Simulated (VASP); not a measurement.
Wanted: the native input for a VASP 6.6.1 run.

```yaml
Task: single point
Functional: PBE
Dispersion: D3(BJ)
Potentials_or_basis: VASP PAW PBE potentials, release 64 (C)
Cutoff: 520 eV
k_mesh: 18 × 18 × 6
Occupations: gaussian, width 0.1 eV
Spin: no spin polarisation
Dipole_correction: no
Further_INCAR_settings: ALGO = Normal; EDIFF = 1e-06; NBANDS = 16
```

The structure of C lies in POSCAR:

```
C
1.0
    2.4627744429      0.0000000000      0.0000000000
   -1.2313872214      2.1328252314      0.0000000000
    0.0000000000      0.0000000000      6.5479905610
C
4
Direct
    0.0000000000      0.0000000000      0.0025000000
    0.0000000000      0.0000000000      0.5025000000
    0.3333333333      0.6666666667      0.0025000000
    0.6666666667      0.3333333333      0.5025000000
```

These files were run (other wordings do the same):

INCAR

```
SYSTEM = C
PREC = Accurate
ENCUT = 520
EDIFF = 1E-6
ISMEAR = 0
SIGMA = 0.1
LREAL = .False.
LASPH = .True.
NELM = 100
ALGO = Normal
ISIF = 2
LWAVE = .False.
LCHARG = .True.
GGA = PE
IVDW = 12
LELF = .True.
LVHAR = .True.
NBANDS = 16
```

KPOINTS

```
regular mesh
0
Gamma
  18 18 6
  0 0 0
```

Potentials or basis: VASP PAW PBE potentials, release 64 (C).

The run is started by

```bash
$ cat potpaw_PBE.64/C/POTCAR > POTCAR
$ mpirun -np 1 vasp_std > vasp.out
```

It gave:

- Pressure: 1.6 GPa
- Band gap on the k mesh: zero (bands 8 and 9 overlap by 0.03 eV)
- Dispersion energy per atom: -0.161 eV

Wall time 97 s on 1 thread of Intel Xeon 8259CL, on a shared host, peak memory 0.19 GiB.
